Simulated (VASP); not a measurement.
# Sb (Fd-3m) in VASP: a series of runs

Runs on Sb. Level: PBE. Tasks: single point.

Program: VASP 6.6.1. These are calculated values, not measurements. Logs are shortened: lines on timing, memory, paths and dates and some standing lists are left out, and cuts for length are marked.

### 1 The cell of the first run

Symmetry: Fd-3m, No. 227, cubic system. Conventional cell: a = 6.948 Å, b = 6.948 Å, c = 6.948 Å, α = 90.00°, β = 90.00°, γ = 90.00°. Within 4.0 Å of Sb (site symmetry -43m) lie 4 Sb at 3.01 Å.

This isn't the form of Sb at room conditions, which is rhombohedral.

### 2 Single point, PBE

INCAR

```
SYSTEM = Sb
ALGO = Normal
EDIFF = 1E-6
ENCUT = 520
GGA = PE
ISIF = 2
ISMEAR = -1
LASPH = .True.
LCHARG = .False.
LREAL = .False.
LWAVE = .False.
NBANDS = 12
NELM = 100
PREC = Accurate
SIGMA = 0.06122561905347299
```

KPOINTS

```
k-points
0
Gamma
  27 27 27
  0 0 0
```

POSCAR

```
Sb
1.0
    0.0000000000      3.4738768862      3.4738768862
    3.4738768862      0.0000000000      3.4738768862
    3.4738768862      3.4738768862      0.0000000000
Sb
2
Direct
    0.0000000000      0.0000000000      0.0000000000
    0.2500000000      0.2500000000      0.2500000000
```

Potentials or basis: VASP PAW PBE potentials, release 64 (Sb).

Launch:

```console
> cat potpaw_PBE.64/Sb/POTCAR > POTCAR
> mpirun -np 1 vasp_std > vasp.out
```

OUTCAR:

```text
SYSTEM = Sb
   EDIFF = 1E-6
   ENCUT = 520
   GGA = PE
   ISIF = 2
   ISMEAR = -1
   LASPH = .True.
   LREAL = .False.
   NELM = 100
   PREC = Accurate

 ion  position               nearest neighbor table
   1  0.000  0.000  0.000-   2 3.01   2 3.01   2 3.01   2 3.01
   2  0.250  0.250  0.250-   1 3.01   1 3.01   1 3.01   1 3.01

  LATTYP: Found a face centered cubic cell.
 ALAT       =     6.9477537724

  Lattice vectors:

 A1 = (   0.0000000000,   3.4738768862,   3.4738768862)
 A2 = (   3.4738768862,   0.0000000000,   3.4738768862)
 A3 = (   3.4738768862,   3.4738768862,   0.0000000000)

Analysis of symmetry for initial positions (statically):
=====================================================================
 Subroutine PRICEL returns:
 Original cell was already a primitive cell.

 Routine SETGRP: Setting up the symmetry group for a
 face centered cubic supercell.

 Subroutine GETGRP returns: Found 48 space group operations
 (whereof 24 operations were pure point group operations)
 out of a pool of 48 trial point group operations.

The static configuration has the point symmetry T_d .
 The point group associated with its full space group is O_h .

Analysis of symmetry for dynamics (positions and initial velocities):
=====================================================================
 Subroutine PRICEL returns:
 Original cell was already a primitive cell.

 Routine SETGRP: Setting up the symmetry group for a
 face centered cubic supercell.

 Subroutine GETGRP returns: Found 48 space group operations
 (whereof 24 operations were pure point group operations)
 out of a pool of 48 trial point group operations.

The dynamic configuration has the point symmetry T_d .
 The point group associated with its full space group is O_h .

 Subroutine INISYM returns: Found 48 space group operations
 (whereof 24 operations are pure point group operations),
 and found     1 'primitive' translations

----------------------------------------------------------------------------------------

                                     Primitive cell

  volume of cell :      83.8442

  direct lattice vectors                    reciprocal lattice vectors
     0.000000000  3.473876886  3.473876886    -0.143931410  0.143931410  0.143931410
     3.473876886  0.000000000  3.473876886     0.143931410 -0.143931410  0.143931410
     3.473876886  3.473876886  0.000000000     0.143931410  0.143931410 -0.143931410

  length of vectors
     4.912803806  4.912803806  4.912803806     0.249296516  0.249296516  0.249296516

  position of ions in fractional coordinates (direct lattice)
     0.000000000  0.000000000  0.000000000
[... 91 lines left out ...]
   EMIN   =  10.00;   EMAX   =-10.00  energy-range for DOS
   EFERMI =   0.00;   METHOD = LEGACY
   ISMEAR =    -1;   SIGMA  =   0.06  broadening in eV -4-tet -1-fermi 0-gaus
   EFERMI_NEDOS =   21; number of points for ismear=-14 and -15
   IALGO  =     38    algorithm
   IMIX   =      4    mixing-type and parameters
     AMIX     =   0.40;   BMIX     =  1.00
     AMIX_MAG =   1.60;   BMIX_MAG =  1.00
  volume/ion in A,a.u.               =      41.92       282.90
  Fermi-wavevector in a.u.,A,eV,Ry     =   0.805843  1.522822  8.835390  0.649383
  Thomas-Fermi vector in A             =   1.914164
   LORBIT       =      0    0 simple, 1 ext, 2 COOP (PROOUT), +10 PAW based schemes
   GGA     = PE    functional components
   LHFCALC =     F    Hartree Fock is set to
   AEXX    =    0.0000 exact exchange contribution
   IVDW    =     0    specifies the selected vdW correction
   LEPSILON=     F    determine dielectric tensor
   LRPA    =     F    only Hartree local field effects (RPA)
 non-spin polarized calculation
  energy-cutoff  :      520.00
  volume of cell :       83.84
 maximum number of plane-waves:      2285
 NGX is ok and might be reduce to    40
   NGX = 19   NGY = 19   NGZ = 19

 number of electron      10.0000000 magnetization

 number of electron       9.9999999 magnetization

 Free energy of the ion-electron system (eV)
  ---------------------------------------------------
  ext. energy  EPLUGINS =         0.00000000
  ---------------------------------------------------
  free energy    TOTEN  =        -7.66756492 eV

  energy without entropy =       -7.65331821  energy(sigma->0) =       -7.66044157

 E-fermi :   4.0201     XC(G=0):  -7.9332

 val. band max:        4.0136872363   @ k =   0.4444   0.3333   0.0000
 cond. band min:       4.0272397772   @ k =  -0.4444   0.3704   0.1852
 fundamental gap:      0.0135525409
 Fermi energy:         4.0201369617

 k-point     1 :       0.0000    0.0000    0.0000
  band No.  band energies     occupation
      1      -7.5021      2.00000
      2      -1.2752      2.00000
      3       2.2445      2.00000
      4       2.2445      2.00000
      5       2.2445      2.00000
      6       4.5467      0.00037
      7       4.5467      0.00037
      8       4.5467      0.00037
      9       7.9823      0.00000
     10      10.3807      0.00000
     11      10.3807      0.00000
     12      11.5714      0.00000
[... 331 lines left out ...]
 k-point    24 :       0.3704    0.0370    0.0000
  band No.  band energies     occupation
      1      -6.7184      2.00000
      2      -3.5143      2.00000
      3       1.4381      2.00000
      4       1.5164      2.00000
      5       2.1007      2.00000
      6       5.4078      0.00000
      7       5.5808      0.00000
      8       7.0093      0.00000
      9       9.4030      0.00000
     10       9.9736      0.00000
     11      10.3528      0.00000
     12      11.4626      0.00000

 [... further k-points ...]

------------------------ aborting loop because EDIFF is reached ----------------------------------------

  FORCE on cell =-STRESS in cart. coord.  units (eV):
  Direction    XX          YY          ZZ          XY          YZ          ZX
  --------------------------------------------------------------------------------------
  -------------------------------------------------------------------------------------
  Total        0.3025760      0.3025760      0.3025760      0.0000000      0.0000000      0.0000000
  in kB        5.7819158      5.7819158      5.7819158      0.0000000      0.0000000      0.0000000
  external PRESSURE =       5.7819158 kB  Pullay stress =       0.0000000 kB

 VOLUME and BASIS-vectors are now :
 -----------------------------------------------------------------------------
  energy-cutoff  :      520.00
  volume of cell :       83.84
      direct lattice vectors                 reciprocal lattice vectors
     0.000000000  3.473876886  3.473876886    -0.143931410  0.143931410  0.143931410
     3.473876886  0.000000000  3.473876886     0.143931410 -0.143931410  0.143931410
     3.473876886  3.473876886  0.000000000     0.143931410  0.143931410 -0.143931410

 POSITION                                       TOTAL-FORCE (eV/Angst)
 -----------------------------------------------------------------------------------
      0.00000      0.00000      0.00000        -0.000000     -0.000000     -0.000000
      1.73694      1.73694      1.73694         0.000000      0.000000      0.000000
 -----------------------------------------------------------------------------------
    total drift:                               -0.000000      0.000000      0.000000

  FREE ENERGIE OF THE ION-ELECTRON SYSTEM (eV)
  ---------------------------------------------------
  free  energy   TOTEN  =        -7.6675649249 eV

  energy  without entropy=       -7.6533182142  energy(sigma->0) =       -7.66044157
```

OSZICAR:

```text
N       E                     dE             d eps       ncg     rms          rms(c)
DAV:   1     0.283391003858E+02    0.28339E+02   -0.32400E+03 13440   0.606E+02
DAV:   2    -0.585679547998E+01   -0.34196E+02   -0.33083E+02 17088   0.986E+01
DAV:   3    -0.766770530998E+01   -0.18109E+01   -0.17949E+01 17264   0.235E+01
DAV:   4    -0.768886061480E+01   -0.21155E-01   -0.21151E-01 15000   0.310E+00
DAV:   5    -0.768927142536E+01   -0.41081E-03   -0.41081E-03 16660   0.473E-01    0.256E+00
DAV:   6    -0.767516998620E+01    0.14101E-01   -0.71071E-03 14848   0.437E-01    0.154E+00
DAV:   7    -0.766724814148E+01    0.79218E-02   -0.16877E-02 14648   0.661E-01    0.636E-02
DAV:   8    -0.766751348136E+01   -0.26534E-03   -0.69023E-04 14264   0.153E-01    0.178E-02
DAV:   9    -0.766755493590E+01   -0.41455E-04   -0.43569E-05 15856   0.389E-02    0.884E-03
DAV:  10    -0.766756415502E+01   -0.92191E-05   -0.13333E-05 14164   0.182E-02    0.601E-03
DAV:  11    -0.766756492491E+01   -0.76989E-06   -0.59976E-07 13664   0.416E-03
   1 F= -.76675649E+01 E0= -.76604416E+01  d E =-.142467E-01
```

stdout:

```text
POSCAR found type information on POSCAR Sb
 POSCAR found :  1 types and       2 ions
 scaLAPACK will be used
 LDA part: xc-table for (Slater+PW92), standard interpolation
 POSCAR, INCAR and KPOINTS ok, starting setup
 FFT: planning ... GRIDC
 FFT: planning ... GRID_SOFT
 FFT: planning ... GRID
 WAVECAR not read
 entering main loop
```

Run time: 8.3 min. Hardware: 1 thread of Intel Xeon 8259CL, shared host; peak memory 0.61 GiB.

Results:

```
Free energy            : -7.6676 eV
Pressure               : 0.6 GPa
Band gap on the k mesh : zero (bands 5 and 6 overlap by 1.10 eV)
```

Caveat: spin-orbit coupling is left out, which moves the levels of the heavy elements.

### 3 Single point, PBE

This run uses another cell than the first one, of 42.78 Å³/atom.

INCAR

```
  PREC = Accurate
  ENCUT = 520
  EDIFF = 1E-7
  ISMEAR = -1
  SIGMA = 0.06122561905347299
  LREAL = F
  LASPH = T
  NELM = 100
  ALGO = Normal
  ISIF = 2
  LWAVE = F
  LCHARG = F
  GGA = PE
  NBANDS = 12
```

KPOINTS

```
Automatic mesh
0
Gamma
  27 27 27
```

POSCAR

```
Sb
1.0
    0.0000000000      3.4973497393      3.4973497393
    3.4973497393      0.0000000000      3.4973497393
    3.4973497393      3.4973497393      0.0000000000
Sb
2
Direct
    0.0000000000      0.0000000000      0.0000000000
    0.2500000000      0.2500000000      0.2500000000
```

Potentials or basis: VASP PAW PBE potentials, release 64 (Sb).

Launch:

```console
> cat potpaw_PBE.64/Sb/POTCAR > POTCAR
> mpirun -np 1 vasp_std > vasp.out
```

Wall time 12 min (1 thread of Intel Xeon 8259CL, shared host); peak memory 0.62 GiB.

The run converged. Its results:

```
Free energy            : -7.6702 eV
Pressure               : -0.1 GPa
Band gap on the k mesh : zero (bands 5 and 6 overlap by 1.04 eV)
```

Levels at points of the mesh, in eV from the Fermi level:
```csv
k point,band 3,band 4,band 5,band 6,band 7,band 8
"(0.00, 0.00, 0.00)",-1.74,-1.74,-1.74,0.54,0.54,0.54
```

Caveat: spin-orbit coupling is left out, which moves the levels of the heavy elements.
